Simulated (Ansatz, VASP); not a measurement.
**Two plane-wave programs on BaS**

INCAR

```
SYSTEM = BaS
  PREC = Accurate
  ENCUT = 500
  EDIFF = 1E-7
  ISMEAR = 0
  SIGMA = 0.01
  LREAL = .False.
  LASPH = .True.
  NELM = 120
  ALGO = Normal
  ISIF = 3
  LWAVE = .False.
  LCHARG = .False.
  GGA = PE
  IBRION = 2
  NSW = 80
  EDIFFG = -0.02
  GGA_COMPAT = .False.
  NELMIN = 4
```

KPOINTS

```
Automatic mesh
0
Gamma
  5 5 5
  0 0 0
```

The input POSCAR:

```
BaS
1.0
    0.0000000000      3.1937500000      3.1937500000
    3.1937500000      0.0000000000      3.1937500000
    3.1937500000      3.1937500000      0.0000000000
Ba S
1 1
Direct
    0.0000000000      0.0000000000      0.0000000000
    0.5000000000      0.5000000000      0.5000000000
```

Input for Ansatz:

```yaml
crystal:
  lattice:
    - [0.0, 3.19375, 3.19375]
    - [3.19375, 0.0, 3.19375]
    - [3.19375, 3.19375, 0.0]
  atoms:
    - { symbol: Ba, position: [0.0, 0.0, 0.0] }
    - { symbol: S, position: [0.5, 0.5, 0.5] }
basis:
  ecutwfc: 421.77648681281397
kpoints:
  mp_grid:
    grid: [5, 5, 5]
hamiltonian:
  xc: pbe
  dispersion: none
scf:
  occupations:
    method: fixed
relax:
  f_tol: 0.02
  cell: {}
```

Alike in both runs: task relaxation of cell and atoms; functional PBE; k mesh 5 × 5 × 5; no spin polarisation.

```csv
,VASP,Ansatz
version,VASP 6.6.1,Ansatz 0.2.0
potentials or method,"VASP PAW PBE potentials, release 64 (Ba_sv, S), cutoff 500 eV","plane waves, PAW"
occupations,"gaussian, width 0.01 eV",fixed
valence electrons in the cell,16,16
```

VASP gave:

- relaxed volume (Å³/atom): 33.64
- relaxed cell length with the largest relative difference (Å): 4.565

Q: Estimate Ansatz's values.

A: Relaxed volume (Å³/atom): 33.22; relaxed cell length with the largest relative difference (Å): 4.546.

Spin-orbit coupling is off throughout.
